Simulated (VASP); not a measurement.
# HfO2 (Fm-3m) in VASP: a series of runs

HfO2 is run at these levels: LDA, PBEsol; tasks: single point.

Everything below comes from runs of VASP 6.6.1. Logs are shortened: lines on timing, memory, paths and dates and some standing lists are left out, and cuts for length are marked.

## (1) The cell of the first run

The structure is cubic, space group Fm-3m (No. 225). The conventional cell has a = 5.115 Å, b = 5.115 Å, c = 5.115 Å, α = 90.00°, β = 90.00°, γ = 90.00°. Hf (site symmetry m-3m) has 8 O at 2.21 Å within 2.9 Å. Within 2.9 Å of O (site symmetry -43m) lie 4 Hf at 2.21 Å and 6 O at 2.56 Å.

## (2) Single point, LDA

File INCAR:

```
  PREC = Accurate
  ENCUT = 520
  EDIFF = 1E-6
  ISMEAR = -1
  SIGMA = 0.05
  LREAL = F
  LASPH = T
  NELM = 80
  ALGO = Normal
  ISIF = 2
  LWAVE = F
  LCHARG = F
  NBANDS = 18
```

File KPOINTS:

```
Automatic mesh
0
Gamma
  9 9 9
```

File POSCAR:

```
HfO2
1.0
    0.0000000000      2.5575000000      2.5575000000
    2.5575000000      0.0000000000      2.5575000000
    2.5575000000      2.5575000000      0.0000000000
Hf O
1 2
Direct
    0.0000000000      0.0000000000      0.0000000000
    0.7500000000      0.7500000000      0.7500000000
    0.2500000000      0.2500000000      0.2500000000
```

Potentials or basis: VASP PAW LDA potentials, release 64 (Hf_pv, O).

On the command line:

```sh
> cat potpaw_LDA.64/Hf_pv/POTCAR potpaw_LDA.64/O/POTCAR > POTCAR
> mpirun -np 1 vasp_std > vasp.out
```

OUTCAR:

```text
PREC = Accurate
   ENCUT = 520
   EDIFF = 1E-6
   ISMEAR = -1
   LREAL = F
   LASPH = T
   NELM = 80
   ISIF = 2

 ion  position               nearest neighbor table
   1  0.000  0.000  0.000-   2 2.21   2 2.21   2 2.21   2 2.21   3 2.21   3 2.21   3 2.21   3 2.21

   2  0.750  0.750  0.750-   1 2.21   1 2.21   1 2.21   1 2.21
   3  0.250  0.250  0.250-   1 2.21   1 2.21   1 2.21   1 2.21

  LATTYP: Found a face centered cubic cell.
 ALAT       =     5.1150000000

  Lattice vectors:

 A1 = (   0.0000000000,   2.5575000000,   2.5575000000)
 A2 = (   2.5575000000,   0.0000000000,   2.5575000000)
 A3 = (   2.5575000000,   2.5575000000,   0.0000000000)

Analysis of symmetry for initial positions (statically):
=====================================================================
 Subroutine PRICEL returns:
 Original cell was already a primitive cell.

 Routine SETGRP: Setting up the symmetry group for a
 face centered cubic supercell.

 Subroutine GETGRP returns: Found 48 space group operations
[... 9 lines left out ...]

 Routine SETGRP: Setting up the symmetry group for a
 face centered cubic supercell.

 Subroutine GETGRP returns: Found 48 space group operations
[... 11 lines left out ...]
                                     Primitive cell

  volume of cell :      33.4562

  direct lattice vectors                    reciprocal lattice vectors
     0.000000000  2.557500000  2.557500000    -0.195503421  0.195503421  0.195503421
     2.557500000  0.000000000  2.557500000     0.195503421 -0.195503421  0.195503421
     2.557500000  2.557500000  0.000000000     0.195503421  0.195503421 -0.195503421

  length of vectors
     3.616851186  3.616851186  3.616851186     0.338621859  0.338621859  0.338621859

  position of ions in fractional coordinates (direct lattice)
     0.000000000  0.000000000  0.000000000
     0.750000000  0.750000000  0.750000000
     0.250000000  0.250000000  0.250000000

  ion indices of the primitive-cell ions
   primitive index   ion index
                 1           1
                 2           2
                 3           3

----------------------------------------------------------------------------------------

 KPOINTS: Automatic mesh

Automatic generation of k-mesh.
 Grid dimensions read from file:
 generate k-points for:    9    9    9

 Generating k-lattice:

  Cartesian coordinates                     Fractional coordinates (reciprocal lattice)
    -0.021722602  0.021722602  0.021722602     0.111111111  0.000000000  0.000000000
     0.021722602 -0.021722602  0.021722602     0.000000000  0.111111111  0.000000000
     0.021722602  0.021722602 -0.021722602     0.000000000  0.000000000  0.111111111

  Length of vectors
     0.037624651  0.037624651  0.037624651

  Shift w.r.t. Gamma in fractional coordinates (k-lattice)
     0.000000000  0.000000000  0.000000000

 Subroutine IBZKPT returns following result:
 ===========================================

 Found     35 irreducible k-points:

 Following reciprocal coordinates:
            Coordinates               Weight
  0.000000  0.000000  0.000000      1.000000
  0.111111  0.000000  0.000000      8.000000
  0.222222  0.000000  0.000000      8.000000
  0.333333  0.000000  0.000000      8.000000
  0.444444  0.000000  0.000000      8.000000
  0.111111  0.111111  0.000000      6.000000
[... 16 lines left out ...]
 -0.333333  0.333333  0.000000     12.000000
  0.444444  0.444444  0.000000      6.000000
 [... further k-points ...]
   k-points           NKPTS =     35   k-points in BZ     NKDIM =     35   number of bands    NBANDS=     18
   number of dos      NEDOS =    301   number of ions     NIONS =      3
   total plane-waves  NPLWV =  21952
   dimension x,y,z NGX =    28 NGY =   28 NGZ =   28
   dimension x,y,z NGXF=    56 NGYF=   56 NGZF=   56
   ions per type =               1   2
   NGX,Y,Z   is equivalent  to a cutoff of  12.87, 12.87, 12.87 a.u.
   NGXF,Y,Z  is equivalent  to a cutoff of  25.74, 25.74, 25.74 a.u.
 SYSTEM =  unknown system
   PREC   = accura    normal or accurate (medium, high low for compatibility)
   ISTART =      0    job   : 0-new  1-cont  2-samecut
   ICHARG =      2    charge: 1-file 2-atom 10-const
   ISPIN  =      1    spin polarized calculation?
   LNONCOLLINEAR =      F non collinear calculations
   LSORBIT =      F    spin-orbit coupling
   LASPH  =      T    aspherical Exc in radial PAW
   ENCUT  =  520.0 eV  38.22 Ry    6.18 a.u.   6.72  6.72  6.72*2*pi/ulx,y,z
   NELM   =     80;   NELMIN=  2; NELMDL= -5     # of ELM steps
   EDIFF  = 0.1E-05   stopping-criterion for ELM
   LREAL  =      F    real-space projection
   EDIFFG = 0.1E-04   stopping-criterion for IOM
   NSW    =      0    number of steps for IOM
   IBRION =     -1    ionic relax: 0-MD 1-quasi-New 2-CG
   NFREE  =      0    steps in history (QN), initial steepest desc. (CG)
   ISIF   =      2    stress and relaxation
   ISYM   =      2    0-nonsym 1-usesym 2-fastsym
   POTIM  = 0.5000    time-step for ionic-motion
   TEBEG  =    0.0;   TEEND  =   0.0 temperature during run
   PSTRESS=    0.0 pullay stress
   NELECT =      22.0000    total number of electrons
   NUPDOWN=      -1.0000    fix difference up-down
   EMIN   =  10.00;   EMAX   =-10.00  energy-range for DOS
   EFERMI =   0.00;   METHOD = LEGACY
   ISMEAR =    -1;   SIGMA  =   0.05  broadening in eV -4-tet -1-fermi 0-gaus
   EFERMI_NEDOS =   21; number of points for ismear=-14 and -15
   IALGO  =     38    algorithm
   IMIX   =      4    mixing-type and parameters
     AMIX     =   0.40;   BMIX     =  1.00
     AMIX_MAG =   1.60;   BMIX_MAG =  1.00
  volume/ion in A,a.u.               =      11.15        75.26
  Fermi-wavevector in a.u.,A,eV,Ry     =   1.423607  2.690227 27.574337  2.026657
  Thomas-Fermi vector in A             =   2.544186
   LORBIT       =      0    0 simple, 1 ext, 2 COOP (PROOUT), +10 PAW based schemes
   GGA     = CA    functional components
   LHFCALC =     F    Hartree Fock is set to
   AEXX    =    0.0000 exact exchange contribution
   IVDW    =     0    specifies the selected vdW correction
   LEPSILON=     F    determine dielectric tensor
   LRPA    =     F    only Hartree local field effects (RPA)
 non-spin polarized calculation
  energy-cutoff  :      520.00
  volume of cell :       33.46
 maximum number of plane-waves:       914
   NGX = 13   NGY = 13   NGZ = 13

 number of electron      21.9999993 magnetization

 Free energy of the ion-electron system (eV)
  ---------------------------------------------------
  ext. energy  EPLUGINS =         0.00000000
  ---------------------------------------------------
  free energy    TOTEN  =       -32.91046481 eV

  energy without entropy =      -32.91046481  energy(sigma->0) =      -32.91046481

 E-fermi :   4.8198     XC(G=0): -12.1749

 val. band max:        3.7732146023   @ k =  -0.4444   0.4444   0.0000
 cond. band min:       7.4058475882   @ k =   0.4444   0.4444   0.0000
 fundamental gap:      3.6326329859
 Fermi energy:         4.8197505544

 k-point     1 :       0.0000    0.0000    0.0000
  band No.  band energies     occupation
      1     -25.7882      2.00000
      2     -25.7882      2.00000
      3     -25.7882      2.00000
      4     -14.4848      2.00000
      5     -11.4573      2.00000
      6      -1.4220      2.00000
[... 10 lines left out ...]
     17      13.8607      0.00000
     18      16.2680      0.00000

 k-point     2 :       0.1111    0.0000    0.0000
  band No.  band energies     occupation
      1     -25.8372      2.00000
      2     -25.7936      2.00000
      3     -25.7936      2.00000
      4     -14.3234      2.00000
      5     -11.5936      2.00000
      6      -1.3050      2.00000
[... 10 lines left out ...]
     17      13.6526      0.00000
     18      16.2646      0.00000

 k-point     3 :       0.2222    0.0000    0.0000
  band No.  band energies     occupation
      1     -25.9578      2.00000
      2     -25.8074      2.00000
      3     -25.8074      2.00000
      4     -13.9166      2.00000
      5     -11.8948      2.00000
      6      -1.0020      2.00000
[... 10 lines left out ...]
     17      13.2392      0.00000
     18      16.1525      0.00000

 k-point     4 :       0.3333    0.0000    0.0000
  band No.  band energies     occupation
      1     -26.0891      2.00000
      2     -25.8229      2.00000
      3     -25.8229      2.00000
      4     -13.4831      2.00000
      5     -12.1419      2.00000
      6      -0.6559      2.00000
[... 10 lines left out ...]
     17      13.0068      0.00000
     18      15.4736      0.00000

 k-point     5 :       0.4444    0.0000    0.0000
  band No.  band energies     occupation
      1     -26.1717      2.00000
      2     -25.8330      2.00000
      3     -25.8330      2.00000
      4     -13.2682      2.00000
      5     -12.1983      2.00000
      6      -0.4421      2.00000
[... 10 lines left out ...]
     17      12.8583      0.00000
     18      15.6701      0.00000

 k-point     6 :       0.1111    0.1111    0.0000
  band No.  band energies     occupation
      1     -25.8411      2.00000
      2     -25.8017      2.00000
      3     -25.8017      2.00000
      4     -14.2674      2.00000
      5     -11.6387      2.00000
      6      -1.2917      2.00000
[... 10 lines left out ...]
     17      13.6032      0.00000
     18      16.2592      0.00000

 k-point     7 :       0.2222    0.1111    0.0000
  band No.  band energies     occupation
      1     -25.9305      2.00000
      2     -25.8174      2.00000
      3     -25.8150      2.00000
      4     -13.9342      2.00000
      5     -11.8856      2.00000
      6      -1.0699      2.00000
[... 10 lines left out ...]
     17      13.3238      0.00000
     18      16.2389      0.00000

 k-point     8 :       0.3333    0.1111    0.0000
  band No.  band energies     occupation
      1     -26.0504      2.00000
      2     -25.8361      2.00000
      3     -25.8334      2.00000
      4     -13.4908      2.00000
      5     -12.1537      2.00000
      6      -0.7442      2.00000
[... 10 lines left out ...]
     17      13.3031      0.00000
     18      15.9362      0.00000
[... 229 lines left out ...]
     17      13.8565      0.00000
     18      16.1711      0.00000

 k-point    20 :       0.3333    0.3333    0.0000
  band No.  band energies     occupation
      1     -26.1070      2.00000
      2     -25.8742      2.00000
      3     -25.8742      2.00000
      4     -12.9721      2.00000
      5     -12.4583      2.00000
      6      -1.4388      2.00000
[... 10 lines left out ...]
     17      13.0268      0.00000
     18      16.2518      0.00000

 k-point    21 :       0.4444    0.3333    0.0000
  band No.  band energies     occupation
      1     -26.1495      2.00000
      2     -25.9077      2.00000
      3     -25.8854      2.00000
      4     -12.6812      2.00000
      5     -12.5765      2.00000
      6      -1.9340      2.00000
[... 10 lines left out ...]
     17      14.4368      0.00000
     18      16.2543      0.00000

 k-point    22 :      -0.4444    0.3333    0.0000
  band No.  band energies     occupation
      1     -26.1368      2.00000
      2     -25.9718      2.00000
      3     -25.8822      2.00000
      4     -12.6889      2.00000
      5     -12.4626      2.00000
      6      -1.9411      2.00000
[... 10 lines left out ...]
     17      15.6211      0.00000
     18      16.2461      0.00000

 k-point    23 :      -0.3333    0.3333    0.0000
  band No.  band energies     occupation
      1     -26.0677      2.00000
      2     -26.0428      2.00000
      3     -25.8660      2.00000
      4     -12.7296      2.00000
      5     -12.4570      2.00000
      6      -1.5306      2.00000
[... 10 lines left out ...]
     17      15.3949      0.00000
     18      16.2244      0.00000

 k-point    24 :       0.4444    0.4444    0.0000
  band No.  band energies     occupation
      1     -26.1923      2.00000
      2     -25.8992      2.00000
      3     -25.8992      2.00000
      4     -12.6979      2.00000
      5     -12.4484      2.00000
      6      -2.4453      2.00000
[... 10 lines left out ...]
     17      15.4015      0.00000
     18      16.2592      0.00000

 [... further k-points ...]
[... 5 lines left out ...]
  --------------------------------------------------------------------------------------
  -------------------------------------------------------------------------------------
  Total       -4.0355051     -4.0355051     -4.0355051      0.0000000      0.0000000      0.0000000
  in kB     -193.2553665   -193.2553665   -193.2553665      0.0000000      0.0000000      0.0000000
  external PRESSURE =    -193.2553665 kB  Pullay stress =       0.0000000 kB

 VOLUME and BASIS-vectors are now :
 -----------------------------------------------------------------------------
  energy-cutoff  :      520.00
  volume of cell :       33.46
      direct lattice vectors                 reciprocal lattice vectors
     0.000000000  2.557500000  2.557500000    -0.195503421  0.195503421  0.195503421
     2.557500000  0.000000000  2.557500000     0.195503421 -0.195503421  0.195503421
     2.557500000  2.557500000  0.000000000     0.195503421  0.195503421 -0.195503421

 POSITION                                       TOTAL-FORCE (eV/Angst)
 -----------------------------------------------------------------------------------
      0.00000      0.00000      0.00000        -0.000000     -0.000000     -0.000000
      3.83625      3.83625      3.83625        -0.000000     -0.000000     -0.000000
      1.27875      1.27875      1.27875         0.000000      0.000000      0.000000
 -----------------------------------------------------------------------------------
    total drift:                                0.000000      0.000000      0.000000

  FREE ENERGIE OF THE ION-ELECTRON SYSTEM (eV)
  ---------------------------------------------------
  free  energy   TOTEN  =       -32.9104648121 eV

  energy  without entropy=      -32.9104648120  energy(sigma->0) =      -32.91046481
```

Wall time 28 s (1 thread of Intel Xeon 8259CL, shared host); peak memory 0.15 GiB.

What came out:

```
Free energy            : -32.9105 eV
Pressure               : -19.3 GPa
Band gap on the k mesh : 3.63 eV, indirect (least direct gap 3.75 eV)
```

Levels at points of the mesh, in eV from the valence-band top:
```tsv
k point	band 8	band 9	band 10	band 11	band 12	band 13	band 14	band 15
(0.00, 0.00, 0.00)	-5.20	-0.55	-0.55	-0.55	3.67	3.67	5.53	10.09
```

Caveat: spin-orbit coupling is left out, which moves the levels of the heavy elements.

## (3) Single point, PBEsol

This run uses another cell than the first one, of 9.74 Å³/atom, 0.874 times its volume.

File INCAR:

```
SYSTEM = HfO2
PREC = Accurate ; ENCUT = 520
EDIFF = 1E-6 ; ISMEAR = -1
SIGMA = 0.05 ; LREAL = .FALSE.
LASPH = .TRUE. ; NELM = 100
ALGO = Normal ; ISIF = 2
LWAVE = .FALSE. ; LCHARG = .FALSE.
GGA = PS ; NBANDS = 18
```

File KPOINTS:

```
Automatic mesh
0
G
  9 9 9
  0 0 0
```

File POSCAR:

```
HfO2
1.0
    0.0000000000      2.4450305817      2.4450305817
    2.4450305817      0.0000000000      2.4450305817
    2.4450305817      2.4450305817      0.0000000000
Hf O
1 2
Direct
    0.0000000000      0.0000000000      0.0000000000
    0.7500000000      0.7500000000      0.7500000000
    0.2500000000      0.2500000000      0.2500000000
```

Potentials or basis: VASP PAW PBE potentials, release 64 (Hf_pv, O).

On the command line:

```sh
> cat potpaw_PBE.64/Hf_pv/POTCAR potpaw_PBE.64/O/POTCAR > POTCAR
> mpirun -np 1 vasp_std > vasp.out
```

It took 10 s on 1 thread of Intel Xeon 6975P-C (Granite Rapids), shared host; peak memory 0.16 GiB.

It converged, with:

```
Free energy            : -31.4559 eV
Pressure               : 25.4 GPa
Band gap on the k mesh : 4.07 eV, indirect (least direct gap 4.21 eV)
```

Levels at points of the mesh, in eV from the valence-band top:
| k point | band 7 | band 8 | band 9 | band 10 | band 11 | band 12 | band 13 | band 14 | band 15 | band 16 |
| --- | --- | --- | --- | --- | --- | --- | --- | --- | --- | --- |
| (0.00, 0.00, 0.00) | -6.05 | -6.05 | -0.61 | -0.61 | -0.61 | 4.07 | 4.07 | 6.57 | 11.91 | 11.91 |

Caveat: the PAW data sets were made with another functional, which shifts forces and pressure a little; spin-orbit coupling is left out, which moves the levels of the heavy elements. A k mesh can miss the band edges.

(Part 1 of 2 ends here.)
